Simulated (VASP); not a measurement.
A run of VASP 6.6.1 is set up as follows.

INCAR

```
SYSTEM = AlB3P4
  ALGO = Normal
  EDIFF = 1E-7
  ENCUT = 520
  GGA = PE
  ISIF = 2
  ISMEAR = -1
  LASPH = .TRUE.
  LCHARG = .FALSE.
  LREAL = .FALSE.
  LWAVE = .FALSE.
  NBANDS = 26
  NELM = 80
  PREC = Accurate
  SIGMA = 0.02
```

KPOINTS

```
k-points
0
G
  6 6 6
  0 0 0
```

File POSCAR:

```
AlB3P4
1.0
    4.8030860836      0.0000000000      0.0000000000
    0.0000000000      4.8030860836      0.0000000000
    0.0000000000      0.0000000000      4.8030860836
B P Al
3 4 1
Direct
    0.5000000000      0.0000000000      0.0000000000
    0.0000000000      0.5000000000      0.0000000000
    0.0000000000      0.0000000000      0.5000000000
    0.7678600624      0.2321399376      0.2321399376
    0.2321399376      0.7678600624      0.2321399376
    0.2321399376      0.2321399376      0.7678600624
    0.7678600624      0.7678600624      0.7678600624
    0.5000000000      0.5000000000      0.5000000000
```

Potentials or basis: VASP PAW PBE potentials, release 64 (B, P, Al).

The run is started by

```sh
$ cat potpaw_PBE.64/B/POTCAR potpaw_PBE.64/P/POTCAR potpaw_PBE.64/Al/POTCAR > POTCAR
$ mpirun -np 1 vasp_std > vasp.out
```

**Question.** Predict the largest force.

**Answer.** 0.165 eV/Å.

**Question.** Predict the pressure.

**Answer.** 0.9 GPa.

**Question.** What does it give for the band gap on the k mesh?

**Answer.** 0.98 eV (least direct gap 1.00 eV).

Forces on the atoms (eV/Å):
```
B    0.000  0.000  0.000
B    0.000  0.000  0.000
B    0.000  0.000  0.000
P    0.095 -0.095 -0.095
P   -0.095  0.095 -0.095
P   -0.095 -0.095  0.095
P    0.095  0.095  0.095
Al   0.000  0.000  0.000
```

A k mesh can miss the band edges.
